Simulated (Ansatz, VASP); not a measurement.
One calculation of La2Yb, two programs

File POSCAR:

```
La2Yb
1.0
    0.0000000000      3.7529120000      0.0000000000
    3.7529120000      0.0000000000      0.0000000000
    1.8764560000      1.8764560000     -6.7404080000
La Yb
2 1
Direct
    0.3400000000      0.3400000000      0.3200000000
    0.6600000000      0.6600000000      0.6800000000
    0.0000000000      0.0000000000      0.0000000000
```

File INCAR.step1:

```
SYSTEM = La2Yb
ALGO = Normal ; EDIFF = 1E-4
ENCUT = 520 ; GGA = PE
ISMEAR = -1 ; LASPH = .True.
LCHARG = .False. ; LREAL = .False.
LWAVE = .True. ; NBANDS = 30
NELM = 100 ; PREC = Accurate
SIGMA = 0.1
```

INCAR.step2

```
SYSTEM = La2Yb
ALGO = Normal ; EDIFF = 1E-7
ENCUT = 520 ; ISIF = 2
ISMEAR = -1 ; ISTART = 1
LASPH = .True. ; LCHARG = .True.
LELF = .True. ; LMIXTAU = .True.
LREAL = .False. ; LVHAR = .True.
LWAVE = .False. ; METAGGA = R2SCAN
NBANDS = 30 ; NELM = 100
PREC = Accurate ; SIGMA = 0.1
```

KPOINTS

```
k-points
0
Gamma
  7 7 7
  0 0 0
```

Input for Ansatz:

```yaml
crystal:
  lattice:
    - [0.0, 3.752912, 0.0]
    - [3.752912, 0.0, 0.0]
    - [1.876456, 1.876456, -6.740408]
  atoms:
    - { symbol: La, position: [0.34, 0.34, 0.32] }
    - { symbol: La, position: [0.66, 0.66, 0.68] }
    - { symbol: Yb, position: [0.0, 0.0, 0.0] }
kpoints:
  mp_grid: { grid: [7, 7, 7], shift: [0, 0, 0] }
  band_path:
    path:
      - [0.0, 0.0, 0.0]
      - [0.5, 0.5, 0.5]
      - [0.5, 0.5, 0.25]
      - [0.0, 0.5, 0.0]
      - [0.0, 0.0, 0.0]
      - [0.0, 0.0, -0.5]
      - [0.0, 0.46124976, -0.26937512]
      - [0.0, 0.53875024, 0.26937512]
      - [0.0, 0.0, 0.0]
      - [0.5, 0.5, 0.5]
      - [0.46124976, 0.53875024, 0.5]
    npoints: 6
magnetization:
  spin_polarized: false
scf:
  occupations: { method: fermi_dirac }
  lower_state_search: "off"
  max_iter: 200
hamiltonian:
  pseudopotentials: { kind: paw }
  xc: r2scan
basis:
  ecutwfc: 500
  fft_grid_basis: typed
output:
  forces: true
  stress: true
  eigenvalues: true
  bader: true
  populations: true
  elf: true
  write_potential: true
  volumetric_format: npy
  dos:
    e_range: [-12, 8]
    de: 0.05
    projected: { site_lists: { La: [La], Yb: [Yb] } }
checkpoint:
  read: saved_state
```

Alike in both runs: task single point; functional r2SCAN; k mesh 7 × 7 × 7; no spin polarisation.

```csv
,VASP,Ansatz
version,VASP 6.6.1,Ansatz 0.2.0
potentials or method,"VASP PAW PBE potentials, release 64 (La, Yb), cutoff 520 eV",PAW plane waves
occupations,"fermi-dirac, width 0.1 eV",fermi-dirac
valence electrons in the cell,46,46
```

VASP gave:

- pressure (GPa): 4.3
- rms of the force components (eV/Å): 0.084

Q: What did Ansatz give for the same quantities?

A: Pressure (GPa): 4.3; rms of the force components (eV/Å): 0.089.

VASP's potentials were made for PBE, not for r2SCAN. Atom by atom the forces differ by 0.006 eV/Å (rms over components).

Spin-orbit coupling is off throughout.
